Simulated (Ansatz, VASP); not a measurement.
**Two plane-wave programs on Zr2AlN3**

Contents of INCAR:

```
PREC = Accurate ; ENCUT = 520
EDIFF = 1E-7 ; ISMEAR = 0
SIGMA = 0.1 ; LREAL = False
LASPH = True ; NELM = 80
ALGO = Normal ; ISIF = 2
LWAVE = False ; LCHARG = True
GGA = PE ; LELF = True
LVHAR = True ; NBANDS = 54
```

KPOINTS

```
Automatic mesh
0
Gamma
  6 6 1
```

File POSCAR:

```
Zr2AlN3
1.0
    3.3805428000      0.0000000000      0.0000000000
   -1.6902714000      2.9276359500      0.0000000000
    0.0000000000      0.0000000000     16.2272569500
Zr Al N
4 2 6
Direct
    0.3333333300      0.6666666700      0.0000000000
    0.3333333300      0.6666666700      0.3333333300
    0.6666666700      0.3333333300      0.1666666700
    0.6666666700      0.3333333300      0.5000000000
    0.3333333300      0.6666666700      0.6666666700
    0.6666666700      0.3333333300      0.8333333300
    0.3333333300      0.6666666700      0.1266666700
    0.3333333300      0.6666666700      0.4600000000
    0.3333333300      0.6666666700      0.7933333300
    0.6666666700      0.3333333300      0.2933333300
    0.6666666700      0.3333333300      0.6266666700
    0.6666666700      0.3333333300      0.9600000000
```

Input for Ansatz:

```yaml
crystal:
  lattice:
    - [3.3805428, 0.0, 0.0]
    - [-1.6902714, 2.92763595, 0.0]
    - [0.0, 0.0, 16.22725695]
  atoms:
    - { symbol: Zr, position: [0.33333333, 0.66666667, 0.0] }
    - { symbol: Zr, position: [0.33333333, 0.66666667, 0.33333333] }
    - { symbol: Zr, position: [0.66666667, 0.33333333, 0.16666667] }
    - { symbol: Zr, position: [0.66666667, 0.33333333, 0.5] }
    - { symbol: Al, position: [0.33333333, 0.66666667, 0.66666667] }
    - { symbol: Al, position: [0.66666667, 0.33333333, 0.83333333] }
    - { symbol: "N", position: [0.33333333, 0.66666667, 0.12666667] }
    - { symbol: "N", position: [0.33333333, 0.66666667, 0.46] }
    - { symbol: "N", position: [0.33333333, 0.66666667, 0.79333333] }
    - { symbol: "N", position: [0.66666667, 0.33333333, 0.29333333] }
    - { symbol: "N", position: [0.66666667, 0.33333333, 0.62666667] }
    - { symbol: "N", position: [0.66666667, 0.33333333, 0.96] }
basis:
  ecutwfc: 420
kpoints:
  mp_grid: { grid: [6, 6, 1] }
hamiltonian:
  xc: pbe
scf:
  occupations: { method: gaussian, width: 0.1 }
  lower_state_search: "off"
output:
  forces: true
  stress: true
  eigenvalues: true
```

Alike in both runs: task single point; functional PBE; k mesh 6 × 6 × 1; occupations gaussian, width 0.1 eV; no spin polarisation.

|  | VASP | Ansatz |
| --- | --- | --- |
| version | VASP 6.6.1 | Ansatz 0.2.0 |
| potentials or method | VASP PAW PBE potentials, release 64 (Zr_sv, Al, N), cutoff 520 eV | scalar-relativistic, plane waves, PAW |
| valence electrons in the cell | 84 | 84 |

```tsv
	VASP	Ansatz	Ansatz less VASP
gap on the k mesh at the Fermi level (eV)	none	none	-
pressure (GPa)	11.8	11.7	-0.17
traceless stress, the component that is largest in VASP (GPa)	-0.29	-0.27	+0.012
rms of the force components (eV/Å)	0.792	0.787	-0.0055
```

Atom by atom the forces differ by 0.006 eV/Å (rms over components). A gap of «none» marks a metal or a gap that the smearing closes. The functional is the same, so the differences come from potentials, cutoffs and numerics.

The k mesh is coarse, so the values compare programs but aren't converged.
